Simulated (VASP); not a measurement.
AlN, 4 atoms in the cell. The structure is hexagonal, space group P6_3mc (No. 186). The conventional cell has a = 3.095 Å, b = 3.095 Å, c = 4.947 Å, α = 90.00°, β = 90.00°, γ = 120.00°. Within 2.5 Å of Al (site symmetry 3m) lie 4 N at 1.88 to 1.89 Å. Within 2.5 Å of N (site symmetry 3m) lie 4 Al at 1.88 to 1.89 Å. 

* Program: VASP 6.6.1
* Task: elastic constants
* Functional: PBEsol
* Potentials or basis: VASP PAW PBE potentials, release 64 (Al, N)
* Cutoff: 600 eV
* k mesh: 8 × 8 × 6
* Occupations: gaussian, width 0.01 eV
* Spin: no spin polarisation
* Dipole correction: no
* Ions in elastic constants: relaxed
* Further INCAR settings: ALGO = Normal; EDIFF = 1e-08; IBRION = 6; POTIM = 0.015; NSW = 1; ISIF = 3

Potentials or basis: VASP PAW PBE potentials, release 64 (Al, N).

The run is started by

```sh
$ cat potpaw_PBE.64/Al/POTCAR potpaw_PBE.64/N/POTCAR > POTCAR
$ mpirun -np 1 vasp_std > vasp.out
```

Hardware: 1 thread of Oxide Virtual Turin-like Processor, with other jobs on the host.

Task: How long does it take, and how much memory?

Result: Wall time 14 min on 1 thread of Oxide Virtual Turin-like Processor (shared host), peak memory 0.31 GiB. Counts: scf iterations 211, k points 40.
